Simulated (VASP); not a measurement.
# LiH (P6_3/mmc) in VASP: settings compared

The runs below take LiH through single point, with PBE, r2SCAN, HSE06.

Program: VASP 6.6.1. These are calculated values, not measurements. Logs are shortened: lines on timing, memory, paths and dates and some standing lists are left out, and cuts for length are marked.

### Step 1. The cell of the first run

It takes space group P6_3/mmc (No. 194, hexagonal). Conventional cell: a = 3.255 Å, b = 3.255 Å, c = 4.069 Å, α = 90.00°, β = 90.00°, γ = 120.00°. Within 2.5 Å of Li (site symmetry -6m2) lie 5 H at 1.88 to 2.03 Å. Within 2.5 Å of H (site symmetry -6m2) lie 5 Li at 1.88 to 2.03 Å.

### Step 2. Single point, PBE

The input, INCAR:

```
SYSTEM = LiH
PREC = Accurate ; ENCUT = 520
EDIFF = 1E-6 ; ISMEAR = 0
SIGMA = 0.01 ; LREAL = .FALSE.
LASPH = .TRUE. ; NELM = 100
ALGO = Normal ; ISIF = 2
LWAVE = .FALSE. ; LCHARG = .FALSE.
GGA = PE ; NBANDS = 12
```

The input, KPOINTS:

```
Automatic mesh
0
G
  9 9 6
  0 0 0
```

The input, POSCAR:

```
LiH
1.0
    3.2548234142      0.0000000000      0.0000000000
   -1.6274117071      2.8187597615      0.0000000000
    0.0000000000      0.0000000000      4.0690682565
Li H
2 2
Direct
    0.3333333333      0.6666666667      0.2500000000
    0.6666666667      0.3333333333      0.7500000000
    0.6666666667      0.3333333333      0.2500000000
    0.3333333333      0.6666666667      0.7500000000
```

Potentials or basis: VASP PAW PBE potentials, release 64 (Li_sv, H).

Launch:

```console
> cat potpaw_PBE.64/Li_sv/POTCAR potpaw_PBE.64/H/POTCAR > POTCAR
> mpirun -np 1 vasp_std > vasp.out
```

OUTCAR:

```text
SYSTEM = LiH
   PREC = Accurate
   ENCUT = 520
   EDIFF = 1E-6
   ISMEAR = 0
   LREAL = .FALSE.
   LASPH = .TRUE.
   NELM = 100
   ISIF = 2
   GGA = PE

 ion  position               nearest neighbor table
   1  0.333  0.667  0.250-
   2  0.667  0.333  0.750-
   3  0.667  0.333  0.250-
   4  0.333  0.667  0.750-

  LATTYP: Found a hexagonal cell.
 ALAT       =     3.2548234142
 C/A-ratio  =     1.2501655969

  Lattice vectors:

 A1 = (   3.2548234142,   0.0000000000,   0.0000000000)
 A2 = (  -1.6274117071,   2.8187597615,   0.0000000000)
 A3 = (   0.0000000000,   0.0000000000,   4.0690682565)

Analysis of symmetry for initial positions (statically):
=====================================================================
 Subroutine PRICEL returns:
 Original cell was already a primitive cell.

 Routine SETGRP: Setting up the symmetry group for a
 hexagonal supercell.

 Subroutine GETGRP returns: Found 24 space group operations
 (whereof 12 operations were pure point group operations)
 out of a pool of 24 trial point group operations.

The static configuration has the point symmetry D_3d.
 The point group associated with its full space group is D_6h.

Analysis of symmetry for dynamics (positions and initial velocities):
=====================================================================
 Subroutine PRICEL returns:
 Original cell was already a primitive cell.

 Routine SETGRP: Setting up the symmetry group for a
 hexagonal supercell.

 Subroutine GETGRP returns: Found 24 space group operations
 (whereof 12 operations were pure point group operations)
 out of a pool of 24 trial point group operations.

The dynamic configuration has the point symmetry D_3d.
 The point group associated with its full space group is D_6h.

 Subroutine INISYM returns: Found 24 space group operations
 (whereof 12 operations are pure point group operations),
 and found     1 'primitive' translations

----------------------------------------------------------------------------------------

                                     Primitive cell

  volume of cell :      37.3319

  direct lattice vectors                    reciprocal lattice vectors
     3.254823414  0.000000000  0.000000000     0.307236330  0.177382978  0.000000000
    -1.627411707  2.818759761  0.000000000     0.000000000  0.354765955  0.000000000
     0.000000000  0.000000000  4.069068256     0.000000000  0.000000000  0.245756507

  length of vectors
     3.254823414  3.254823414  4.069068256     0.354765955  0.354765955  0.245756507

  position of ions in fractional coordinates (direct lattice)
     0.333333333  0.666666667  0.250000000
     0.666666667  0.333333333  0.750000000
     0.666666667  0.333333333  0.250000000
     0.333333333  0.666666667  0.750000000

  ion indices of the primitive-cell ions
   primitive index   ion index
                 1           1
                 2           2
                 3           3
                 4           4

----------------------------------------------------------------------------------------

 KPOINTS: Automatic mesh

Automatic generation of k-mesh.
 Grid dimensions read from file:
 generate k-points for:    9    9    6

 Generating k-lattice:

  Cartesian coordinates                     Fractional coordinates (reciprocal lattice)
     0.034137370  0.019709220  0.000000000     0.111111111 -0.000000000  0.000000000
     0.000000000  0.039418439  0.000000000     0.000000000  0.111111111  0.000000000
     0.000000000  0.000000000  0.040959418     0.000000000  0.000000000  0.166666667

  Length of vectors
     0.039418439  0.039418439  0.040959418

  Shift w.r.t. Gamma in fractional coordinates (k-lattice)
     0.000000000  0.000000000  0.000000000

 Subroutine IBZKPT returns following result:
 ===========================================

 Found     48 irreducible k-points:

 Following reciprocal coordinates:
            Coordinates               Weight
  0.000000  0.000000  0.000000      1.000000
  0.111111  0.000000  0.000000      6.000000
  0.222222 -0.000000  0.000000      6.000000
  0.333333  0.000000  0.000000      6.000000
  0.444444 -0.000000  0.000000      6.000000
  0.111111  0.111111  0.000000      6.000000
[... 16 lines left out ...]
  0.333333  0.222222  0.166667     24.000000
  0.333333  0.333333  0.166667      4.000000
 [... further k-points ...]
   k-points           NKPTS =     48   k-points in BZ     NKDIM =     48   number of bands    NBANDS=     12
   number of dos      NEDOS =    301   number of ions     NIONS =      4
   total plane-waves  NPLWV =  17280
   dimension x,y,z NGX =    24 NGY =   24 NGZ =   30
   dimension x,y,z NGXF=    48 NGYF=   48 NGZF=   60
   ions per type =               2   2
   NGX,Y,Z   is equivalent  to a cutoff of  12.26, 12.26, 12.26 a.u.
   NGXF,Y,Z  is equivalent  to a cutoff of  24.52, 24.52, 24.51 a.u.
 SYSTEM =  LiH
   PREC   = accura    normal or accurate (medium, high low for compatibility)
[... 79 lines left out ...]
  band No.  band energies     occupation
      1     -44.7862      2.00000
      2     -44.7319      2.00000
      3      -5.2477      2.00000
      4      -0.2433      2.00000
      5       3.1253      0.00000
      6       8.9483      0.00000
      7       9.6672      0.00000
      8      10.9218      0.00000
      9      14.3660      0.00000
     10      14.5933      0.00000
     11      14.6550      0.00000
     12      16.2792      0.00000

 k-point     3 :       0.2222   -0.0000    0.0000
  band No.  band energies     occupation
      1     -44.7798      2.00000
      2     -44.7342      2.00000
      3      -4.8139      2.00000
      4      -0.5182      2.00000
      5       3.7884      0.00000
      6       6.6874      0.00000
      7       8.4865      0.00000
      8      10.7343      0.00000
      9      13.7289      0.00000
     10      14.0904      0.00000
     11      15.2011      0.00000
     12      15.2293      0.00000

 k-point     4 :       0.3333    0.0000    0.0000
  band No.  band energies     occupation
      1     -44.7711      2.00000
      2     -44.7381      2.00000
      3      -4.1116      2.00000
      4      -1.0951      2.00000
      5       4.8693      0.00000
      6       5.1232      0.00000
      7       7.6320      0.00000
      8      10.0025      0.00000
      9      11.1236      0.00000
     10      14.3396      0.00000
     11      14.7378      0.00000
     12      15.4615      0.00000

 k-point     5 :       0.4444   -0.0000    0.0000
  band No.  band energies     occupation
      1     -44.7635      2.00000
      2     -44.7425      2.00000
      3      -3.2354      2.00000
      4      -1.9490      2.00000
      5       4.4004      0.00000
      6       6.2205      0.00000
      7       7.1950      0.00000
      8       8.9625      0.00000
      9       9.3951      0.00000
     10      14.3780      0.00000
     11      14.8362      0.00000
     12      15.6023      0.00000
[... 228 lines left out ...]
      1     -44.7597      2.00000
      2     -44.7453      2.00000
      3      -2.8378      2.00000
      4      -2.1984      2.00000
      5       3.3601      0.00000
      6       6.8488      0.00000
      7       6.9004      0.00000
      8       8.9292      0.00000
      9      10.7723      0.00000
     10      12.2151      0.00000
     11      15.3396      0.00000
     12      15.7976      0.00000

 k-point    22 :       0.2222    0.2222    0.1667
  band No.  band energies     occupation
      1     -44.7646      2.00000
      2     -44.7423      2.00000
      3      -3.5997      2.00000
      4      -1.4973      2.00000
      5       3.5534      0.00000
      6       5.5216      0.00000
      7       9.1219      0.00000
      8       9.5905      0.00000
      9      10.1052      0.00000
     10      12.8379      0.00000
     11      15.4370      0.00000
     12      15.7387      0.00000

 k-point    23 :       0.3333    0.2222    0.1667
  band No.  band energies     occupation
      1     -44.7579      2.00000
      2     -44.7466      2.00000
      3      -2.8320      2.00000
      4      -1.9246      2.00000
      5       2.5145      0.00000
      6       6.4827      0.00000
      7       7.8566      0.00000
      8       9.2424      0.00000
      9      10.3527      0.00000
     10      12.2049      0.00000
     11      15.0227      0.00000
     12      16.1740      0.00000

 k-point    24 :       0.3333    0.3333    0.1667
  band No.  band energies     occupation
      1     -44.7518      2.00000
      2     -44.7518      2.00000
      3      -2.2583      2.00000
      4      -2.2583      2.00000
      5       1.9163      0.00000
      6       7.6521      0.00000
      7       7.6521      0.00000
      8       7.7919      0.00000
      9      11.5586      0.00000
     10      11.5586      0.00000
     11      14.1890      0.00000
     12      17.7770      0.00000

 [... further k-points ...]

------------------------ aborting loop because EDIFF is reached ----------------------------------------

  FORCE on cell =-STRESS in cart. coord.  units (eV):
  Direction    XX          YY          ZZ          XY          YZ          ZX
  --------------------------------------------------------------------------------------
  -------------------------------------------------------------------------------------
  Total       -0.0406824     -0.0406824     -0.0358153      0.0000000      0.0000000      0.0000000
  in kB       -1.7459692     -1.7459692     -1.5370863      0.0000000      0.0000000      0.0000000
  external PRESSURE =      -1.6763416 kB  Pullay stress =       0.0000000 kB

 VOLUME and BASIS-vectors are now :
 -----------------------------------------------------------------------------
  energy-cutoff  :      520.00
  volume of cell :       37.33
      direct lattice vectors                 reciprocal lattice vectors
     3.254823414  0.000000000  0.000000000     0.307236330  0.177382978  0.000000000
    -1.627411707  2.818759761  0.000000000     0.000000000  0.354765955  0.000000000
     0.000000000  0.000000000  4.069068256     0.000000000  0.000000000  0.245756507

 POSITION                                       TOTAL-FORCE (eV/Angst)
 -----------------------------------------------------------------------------------
     -0.00000      1.87917      1.01727        -0.000000      0.000000      0.000000
      1.62741      0.93959      3.05180         0.000000     -0.000000      0.000000
      1.62741      0.93959      1.01727         0.000000     -0.000000      0.000000
     -0.00000      1.87917      3.05180        -0.000000      0.000000      0.000000
 -----------------------------------------------------------------------------------
    total drift:                               -0.000000      0.000000     -0.000000

  FREE ENERGIE OF THE ION-ELECTRON SYSTEM (eV)
  ---------------------------------------------------
  free  energy   TOTEN  =       -12.1624968048 eV

  energy  without entropy=      -12.1624968048  energy(sigma->0) =      -12.16249680
```

It took 43 s on 1 thread of AMD EPYC, shared host; peak memory 0.11 GiB.

Results:

```yaml
Free_energy: -12.1625 eV
Band_gap_on_the_k_mesh: 1.83 eV (least direct gap 3.07 eV)
```

Caveat: the cutoff is under 1.25 times the usual one of these potentials, so pressure, stress and relaxed cells hold a basis-set (Pulay) error. A k mesh can miss the band edges.

### Step 3. Single point, r2SCAN

POSCAR is that of step 2.

The input, INCAR.step1:

```
  PREC = Accurate
  ENCUT = 520
  ISMEAR = 0
  SIGMA = 0.01
  LREAL = False
  LASPH = True
  NELM = 60
  NBANDS = 12
  GGA = PE
  ALGO = Normal
  EDIFF = 1E-4
  LWAVE = True
  LCHARG = False
```

The input, INCAR.step2:

```
  PREC = Accurate
  ENCUT = 520
  EDIFF = 1E-6
  ISMEAR = 0
  SIGMA = 0.01
  LREAL = False
  LASPH = True
  NELM = 60
  ALGO = Normal
  ISIF = 2
  LWAVE = False
  LCHARG = True
  METAGGA = R2SCAN
  LMIXTAU = True
  LELF = True
  LVHAR = True
  NBANDS = 12
  ISTART = 1
```

The input, KPOINTS:

```
Automatic mesh
0
Gamma
  9 9 6
```

Potentials or basis: VASP PAW PBE potentials, release 64 (Li_sv, H).

Launch:

```console
> cat potpaw_PBE.64/Li_sv/POTCAR potpaw_PBE.64/H/POTCAR > POTCAR
> cp INCAR.step1 INCAR
> mpirun -np 1 vasp_std > vasp.out
> cp INCAR.step2 INCAR
> mpirun -np 1 vasp_std > vasp.out
```

Wall time 3.6 min (1 thread of AMD EPYC, shared host); peak memory 0.12 GiB.

It converged, with:

```yaml
Free_energy: -13.5359 eV
Band_gap_on_the_k_mesh: 2.30 eV (least direct gap 3.61 eV)
```

Levels at points of the mesh, in eV from the valence-band top:
| k point | band 1 | band 2 | band 3 | band 4 | band 5 | band 6 | band 7 | band 8 |
| --- | --- | --- | --- | --- | --- | --- | --- | --- |
| (0.00, 0.00, 0.00) | -46.05 | -46.00 | -5.27 | 0.00 | 3.61 | 11.64 | 11.64 | 12.32 |
| (0.00, 0.00, 0.50) | -46.02 | -46.02 | -3.73 | -3.73 | 10.33 | 10.33 | 13.86 | 13.86 |

Caveat: the cutoff is under 1.25 times the usual one of these potentials, so pressure, stress and relaxed cells hold a basis-set (Pulay) error; the PAW data sets were made with another functional, which shifts forces and pressure a little. A k mesh can miss the band edges.

### Step 4. Single point, r2SCAN

POSCAR is that of step 3.

The input, INCAR.step1:

```
SYSTEM = LiH
  PREC = Accurate
  ENCUT = 520
  ISMEAR = 0
  SIGMA = 0.01
  LREAL = .FALSE.
  LASPH = .TRUE.
  NELM = 80
  NBANDS = 12
  GGA = PE
  ALGO = Normal
  EDIFF = 1E-4
  LWAVE = .TRUE.
  LCHARG = .FALSE.
```

The input, INCAR.step2:

```
SYSTEM = LiH
  PREC = Accurate
  ENCUT = 520
  EDIFF = 1E-7
  ISMEAR = 0
  SIGMA = 0.01
  LREAL = .FALSE.
  LASPH = .TRUE.
  NELM = 80
  ALGO = Normal
  ISIF = 2
  LWAVE = .FALSE.
  LCHARG = .FALSE.
  METAGGA = R2SCAN
  LMIXTAU = .TRUE.
  NBANDS = 12
  ISTART = 1
```

The input, KPOINTS:

```
regular mesh
0
G
  12 12 6
  0 0 0
```

Launch:

```console
> cat potpaw_PBE.64/Li_sv/POTCAR potpaw_PBE.64/H/POTCAR > POTCAR
> cp INCAR.step1 INCAR
> mpirun -np 1 vasp_std > vasp.out
> cp INCAR.step2 INCAR
> mpirun -np 1 vasp_std > vasp.out
```

Wall time 5.6 min (1 thread of AMD EPYC, shared host); peak memory 0.13 GiB.

Results (log left out):

- Free energy: -13.5358 eV
- Band gap on the k mesh: 2.30 eV (least direct gap 3.61 eV)

Levels at points of the mesh, in eV from the valence-band top:
| k point | band 1 | band 2 | band 3 | band 4 | band 5 | band 6 | band 7 | band 8 |
| --- | --- | --- | --- | --- | --- | --- | --- | --- |
| (0.00, 0.00, 0.00) | -46.05 | -46.00 | -5.27 | 0.00 | 3.61 | 11.64 | 11.64 | 12.32 |
| (0.50, 0.00, 0.00) | -46.03 | -46.01 | -2.84 | -2.04 | 4.96 | 7.47 | 8.00 | 9.42 |
| (0.00, 0.00, 0.50) | -46.02 | -46.02 | -3.73 | -3.73 | 10.33 | 10.33 | 13.86 | 13.86 |
| (0.50, 0.00, 0.50) | -46.02 | -46.02 | -2.47 | -2.47 | 4.89 | 4.89 | 10.29 | 10.29 |

Caveat: the cutoff is under 1.25 times the usual one of these potentials, so pressure, stress and relaxed cells hold a basis-set (Pulay) error; the PAW data sets were made with another functional, which shifts forces and pressure a little.

### Step 5. Single point, HSE06

POSCAR is that of step 4.

The input, INCAR.step1:

```
SYSTEM = LiH
PREC     = Accurate       ! precision mode
ENCUT    = 520            ! plane-wave cutoff, eV
EDIFF    = 1E-5           ! SCF threshold, eV
ISMEAR   = 0              ! smearing method
SIGMA    = 0.01           ! smearing width, eV
LREAL    = .FALSE.        ! projectors in reciprocal space
LASPH    = .TRUE.         ! aspherical terms in the spheres
NELM     = 80             ! most SCF steps
ALGO     = Normal         ! electronic algorithm
ISIF     = 2              ! what is computed and relaxed
LWAVE    = .TRUE.         ! write WAVECAR
GGA      = PE             ! functional
NBANDS   = 12             ! bands
```

The input, INCAR.step2:

```
SYSTEM = LiH
PREC     = Accurate       ! precision mode
ENCUT    = 520            ! plane-wave cutoff, eV
EDIFF    = 1E-6           ! SCF threshold, eV
ISMEAR   = 0              ! smearing method
SIGMA    = 0.01           ! smearing width, eV
LREAL    = .FALSE.        ! projectors in reciprocal space
LASPH    = .TRUE.         ! aspherical terms in the spheres
NELM     = 80             ! most SCF steps
ALGO     = Normal         ! electronic algorithm
ISIF     = 2              ! what is computed and relaxed
LWAVE    = .FALSE.        ! write WAVECAR
LCHARG   = .TRUE.         ! write CHGCAR
GGA      = PE             ! functional
LHFCALC  = .TRUE.         ! exact exchange
HFSCREEN = 0.2079         ! screening, 1/A
PRECFOCK = Normal       
LELF     = .TRUE.         ! ELF
LVHAR    = .TRUE.       
ISTART   = 1            
NBANDS   = 12             ! bands
```

The input, KPOINTS:

```
Automatic mesh
0
G
  6 6 4
  0 0 0
```

Launch:

```console
> cat potpaw_PBE.64/Li_sv/POTCAR potpaw_PBE.64/H/POTCAR > POTCAR
> cp INCAR.step1 INCAR
> mpirun -np 1 vasp_std > vasp.out
> cp INCAR.step2 INCAR
> mpirun -np 1 vasp_std > vasp.out
```

Run time: 23 min. Hardware: 1 thread of AMD EPYC, shared host; peak memory 0.22 GiB.

It converged, with:

| Item | Value |
| --- | --- |
| Free energy | -13.4692 eV |
| Band gap on the k mesh | 2.74 eV (least direct gap 4.05 eV) |

Levels at points of the mesh, in eV from the valence-band top:
```csv
k point,band 1,band 2,band 3,band 4,band 5,band 6,band 7,band 8,band 9
"(0.00, 0.00, 0.00)",-47.63,-47.57,-5.82,0.00,4.05,12.05,12.05,12.75,14.72
"(0.50, 0.00, 0.00)",-47.60,-47.59,-3.09,-2.16,5.46,7.96,8.52,9.84,10.70
"(0.00, 0.00, 0.50)",-47.60,-47.60,-4.10,-4.10,10.90,10.90,14.13,14.13,14.13
"(0.50, 0.00, 0.50)",-47.59,-47.59,-2.64,-2.64,5.28,5.28,10.78,10.78,12.75
```

Caveat: the cutoff is under 1.25 times the usual one of these potentials, so pressure, stress and relaxed cells hold a basis-set (Pulay) error; the PAW data sets were made with another functional, which shifts forces and pressure a little. A k mesh can miss the band edges.

### Step 6. Summary

```tsv
level	k mesh	grid for exact exchange (PRECFOCK)	share of exact exchange	screening parameter	gap on the mesh (eV)
PBE	9 × 9 × 6	-	-	-	1.83
r2SCAN	9 × 9 × 6	-	-	-	2.30
r2SCAN	12 × 12 × 6	-	-	-	2.30
HSE06	6 × 6 × 4	Normal	0.25	0.2079 1/Å	2.74
```

Alike in all rows: task single point; potentials or basis VASP PAW PBE potentials, release 64 (Li_sv, H); no spin polarisation; cell as given; cutoff (eV) 520; smearing gaussian 0.01 eV.

On the cell as given the gap runs from 1.83 eV (PBE) to 2.74 eV (HSE06); the meshes differ, which moves gaps too.

Caveats: the cutoff is under 1.25 times the usual one of these potentials, so pressure, stress and relaxed cells hold a basis-set (Pulay) error; the PAW data sets were made with another functional, which shifts forces and pressure a little (at least some runs).

Total energies depend on the potentials used, so only differences within one code and one set of settings carry meaning.
